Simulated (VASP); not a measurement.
## SnTe: single point with PBE0

Crystal: SnTe.

```
Te Sn
1.0
     3.90470    0.00000    0.00000
     0.00000    3.90470    0.00000
     0.00000    0.00000    3.90470
Te Sn
1 1
Direct
  0.50000 0.50000 0.50000
  0.00000 0.00000 0.00000
```

```json
{
 "Program": "VASP 6.6.1",
 "Task": "single point",
 "Functional": "PBE0",
 "Potentials or basis": "VASP PAW PBE potentials, release 64 (Te, Sn_d)",
 "Cutoff": "520 eV",
 "k mesh": "3 × 3 × 3",
 "Occupations": "fermi-dirac, width 0.05 eV",
 "Spin": "non-collinear spin, zero start, spin-orbit coupling",
 "Starting moments": "[[0.0, 0.0, 0.0], [0.0, 0.0, 0.0]] μB",
 "Dipole correction": "no",
 "Grid for exact exchange (PRECFOCK)": "Normal",
 "Further INCAR settings": "ALGO = Normal; EDIFF = 1e-07; NBANDS = 32"
}
```

```
Pressure                                              : 0.0 GPa
Net moment                                            : 0.00 μB per cell
Valence electrons inside the program's atomic spheres : Te 3.47; Sn 12.02
```

Moments on the atoms (μB; x, y, z):
```
Te  0.00 0.00 0.00
Sn  0.00 0.00 0.00
```

It took 16 min on 1 thread of Intel(R) Xeon(R) Platinum 8488C (Sapphire Rapids) (shared host), peak memory 0.3 GiB.

Caveat: the k points lie up to 0.54 Å⁻¹ apart; the PAW data sets were made with another functional, which shifts forces and pressure a little.
